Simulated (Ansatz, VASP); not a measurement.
**Two plane-wave programs on Si3Mo**

```xyz
8
Lattice="5.0453 0.0000 0.0000 0.0000 5.0453 0.0000 0.0000 0.0000 5.0453" Properties=species:S:1:pos:R:3 pbc="T T T"
Si    1.2613    0.0000    2.5226
Si    2.5226    3.7840    0.0000
Si    3.7840    0.0000    2.5226
Si    2.5226    1.2613    0.0000
Si    0.0000    2.5226    3.7840
Si    0.0000    2.5226    1.2613
Mo    0.0000    0.0000    0.0000
Mo    2.5226    2.5226    2.5226
```

Change from the starting cell: species swapped into the Ta3Au type (Pm-3n, No. 223).

Alike in both runs: task relaxation of cell and atoms; functional PBE; k mesh 4 × 4 × 4; occupations gaussian, width 0.1 eV; no spin polarisation.

|  | VASP | Ansatz |
| --- | --- | --- |
| version | VASP 6.6.1 | Ansatz 0.2.0 |
| potentials or method | VASP PAW PBE potentials, release 64 (Si, Mo_sv), cutoff 600 eV | scalar-relativistic, plane waves, PAW |
| valence electrons in the cell | 52 | 52 |

|  | VASP | Ansatz | Ansatz less VASP |
| --- | --- | --- | --- |
| gap on the k mesh at the Fermi level, each at its own relaxed structure (eV) | none | none | - |
| relaxed volume (Å³/atom) | 13.99 | 13.95 | -0.040 |
| relaxed length of the cell vector where the two differ most in proportion (Å) | 4.819 | 4.814 | -0.0045 |

A gap of «none» marks a metal or a gap that the smearing closes.
